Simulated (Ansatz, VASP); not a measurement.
# SiO2 in VASP and in Ansatz

```
Si O
1.0
     2.59674    0.00000    0.00000
    -1.29837    2.24884    0.00000
     0.00000    0.00000    9.72750
Si O
2 4
Direct
  0.66667 0.33333 0.24997
  0.33333 0.66667 0.75003
  0.33333 0.66667 0.35995
  0.66667 0.33333 0.86001
  0.33333 0.66667 0.13999
  0.66667 0.33333 0.64005
```

Alike in both runs: task single point; functional r2SCAN; dispersion rVV10; k mesh 12 × 12 × 4; occupations fermi-dirac, width 0.03 eV; no spin polarisation.

|  | VASP | Ansatz |
| --- | --- | --- |
| version | VASP 6.6.1 | Ansatz 0.2.0 |
| potentials or method | VASP PAW PBE potentials, release 64 (Si, O) | plane waves, PAW |
| plane-wave cutoff (eV) | 520 | 500 |
| valence electrons in the cell | 32 | 32 |

|  | VASP | Ansatz | Ansatz less VASP |
| --- | --- | --- | --- |
| gap on the k mesh at the Fermi level (eV) | 3.87 | 3.92 | +0.053 |
| pressure (GPa) | 1.0 | 0.0 | -0.92 |
| traceless stress, the component that is largest in VASP (GPa) | -0.67 | -0.01 | +0.655 |
| rms of the force components (eV/Å) | 0.028 | 0.002 | -0.0261 |

VASP's potentials were made for PBE, not for r2SCAN. Atom by atom the forces differ by 0.026 eV/Å (rms over components).
